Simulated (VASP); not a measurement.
Set up this calculation in VASP 6.6.1, as the native input.

* Task: electric field gradients
* Functional: LDA
* Potentials or basis: VASP PAW LDA potentials, release 64 (W_sv, S)
* Cutoff: 520 eV
* k mesh: 10 × 10 × 10
* Occupations: fermi-dirac, width 0.03 eV
* Spin: no spin polarisation
* Dipole correction: no
* Further INCAR settings: ALGO = Normal; EDIFF = 1e-08; NBANDS = 20

The structure of WS2 lies in POSCAR:

```
WS2
1.0
    1.4782840833      0.8534877134      6.0245971790
   -1.4782840833      0.8534877134      6.0245971790
    0.0000000000     -1.7069754269      6.0245971790
W S
1 2
Direct
    0.9993321300      0.9993321300      0.9993321300
    0.5858876800      0.5858876800      0.5858876800
    0.7460801900      0.7460801900      0.7460801900
```

This cell differs from its parent crystal: volume scaled by 0.8.

One way to write it, as run:

INCAR

```
SYSTEM = WS2
PREC = Accurate ; ENCUT = 520
EDIFF = 1E-8 ; ISMEAR = -1
SIGMA = 0.03 ; LREAL = .FALSE.
LASPH = .TRUE. ; NELM = 60
ALGO = Normal ; ISIF = 2
LWAVE = .FALSE. ; LCHARG = .FALSE.
LEFG = .TRUE. ; NBANDS = 20
```

KPOINTS

```
Automatic mesh
0
G
  10 10 10
  0 0 0
```

Potentials or basis: VASP PAW LDA potentials, release 64 (W_sv, S).

Launch:

```bash
$ cat potpaw_LDA.64/W_sv/POTCAR potpaw_LDA.64/S/POTCAR > POTCAR
$ mpirun -np 1 vasp_std > vasp.out
```

Results of the run:

```yaml
Pressure: 47.2 GPa
Largest_force: 5.037 eV/Å
Band_gap_on_the_k_mesh: 1.04 eV, indirect (least direct gap 2.71 eV)
```

Caveat: without QUAD_EFG the Cq values of the log hold for a quadrupole moment of 1 mb, not for the nuclei; spin-orbit coupling is left out, which moves the levels of the heavy elements; forces of over 1 eV/Å act on the atoms, so gaps and moduli don't describe the material at rest.

Wall time 3 min on 1 thread of Intel(R) Xeon(R) 6975P-C (Granite Rapids) (shared host), peak memory 0.32 GiB.
